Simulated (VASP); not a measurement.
BaTiO3: single point with r2SCAN+U

Crystal: BaTiO3.

```
Ba Ti O
1.0
     2.82788    1.63268    2.31773
    -2.82788    1.63268    2.31773
     0.00000   -3.26536    2.31773
Ba Ti O
1 1 3
Direct
  0.00000 0.00000 0.00000
  0.51300 0.51300 0.51300
  0.49080 0.49080 0.98110
  0.49080 0.98110 0.49080
  0.98110 0.49080 0.49080
```

- Program: VASP 6.6.1
- Task: single point
- Functional: r2SCAN
- Potentials or basis: VASP PAW PBE potentials, release 64 (Ba_sv, Ti_sv, O)
- Cutoff: 660 eV
- k mesh: 5 × 5 × 5
- Occupations: fermi-dirac, width 0.02 eV
- Spin: collinear spin
- Starting moments: [0.0, 1.0, 0.0, 0.0, 0.0] μB
- Hubbard terms: Ti d U = 3.0 eV

```json
{"Pressure": "6.2 GPa", "Largest force": "0.928 eV/Å", "Band gap on the k mesh": "3.20 eV (least direct gap 3.48 eV)", "Net moment": "0.00 μB per cell", "Valence electrons inside the program's atomic spheres": "Ba 8.00; Ti 10.13; O 5.09"}
```

Forces in eV/Å, atoms in the order of the input:
```
Ba   0.000  0.000  0.048
Ti   0.000  0.000 -0.928
O    0.000 -0.507  0.293
O   -0.439  0.253  0.293
O    0.439  0.253  0.293
```

Stress tensor (GPa, compression positive):
```
6.44 0.00 0.00
0.00 6.44 0.00
0.00 0.00 5.79
```

Levels at points of the mesh, in eV from the valence-band top:
Spin up:
```csv
k point,band 17,band 18,band 19,band 20,band 21,band 22,band 23,band 24
"(0.00, 0.00, 0.00)",-0.99,-0.35,-0.28,-0.28,3.20,3.20,3.29,4.89
```
Spin down:
```csv
k point,band 18,band 19,band 20,band 21,band 22,band 23
"(0.00, 0.00, 0.00)",-0.35,-0.28,-0.28,3.20,3.20,3.29
```

Eigenvalues of the final occupation matrices:
| site | spin | trace | eigenvalues |
| --- | --- | --- | --- |
| site 2 d | 1 | 0.82 | 0.11 0.11 0.11 0.25 0.25 |
| site 2 d | 2 | 0.82 | 0.11 0.11 0.11 0.25 0.25 |

It took 9 min on 1 thread of Oxide Virtual Turin-like Processor, with other jobs on the host, peak memory 0.28 GiB.

Caveat: the cell stands under pressure; the PAW data sets were made with another functional, which shifts forces and pressure a little; spin-orbit coupling is left out, which moves the levels of the heavy elements. A k mesh can miss the band edges.
